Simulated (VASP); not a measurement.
A run of VASP 6.6.1:

POSCAR

```
CdPd
1.0
    2.9367720000      0.0000000000      0.0000000000
    0.0000000000      2.9367720000      0.0000000000
    0.0000000000      0.0000000000      3.6854650000
Cd Pd
1 1
Direct
    0.0000000000      0.0000000000      0.0000000000
    0.5000000000      0.5000000000      0.5000000000
```

The input INCAR.step1:

```
PREC = Accurate ; ENCUT = 520
ISMEAR = 0 ; SIGMA = 0.15
LREAL = F ; LASPH = T
NELM = 100 ; NBANDS = 18
GGA = PE ; ALGO = Normal
EDIFF = 1E-4 ; LWAVE = T
LCHARG = F
```

INCAR.step2

```
PREC = Accurate ; ENCUT = 520
EDIFF = 1E-6 ; ISMEAR = 0
SIGMA = 0.15 ; LREAL = F
LASPH = T ; NELM = 100
ALGO = Normal ; ISIF = 2
LWAVE = F ; LCHARG = T
METAGGA = R2SCAN ; LMIXTAU = T
LELF = T ; LVHAR = T
NBANDS = 18 ; ISTART = 1
```

KPOINTS

```
regular mesh
0
Gamma
  16 16 14
```

Potentials or basis: VASP PAW PBE potentials, release 64 (Cd, Pd).

Launch:

```bash
$ cat potpaw_PBE.64/Cd/POTCAR potpaw_PBE.64/Pd/POTCAR > POTCAR
$ cp INCAR.step1 INCAR
$ mpirun -np 1 vasp_std > vasp.out
$ cp INCAR.step2 INCAR
$ mpirun -np 1 vasp_std > vasp.out
```

Hardware: 1 thread of Intel(R) Xeon(R) 6975P-C (Granite Rapids), with other jobs on the host.

Q: How long does it take, and how much memory?

A: Wall time 3.5 min on 1 thread of Intel(R) Xeon(R) 6975P-C (Granite Rapids), on a shared host, peak memory 0.32 GiB. Counts: k points 360.
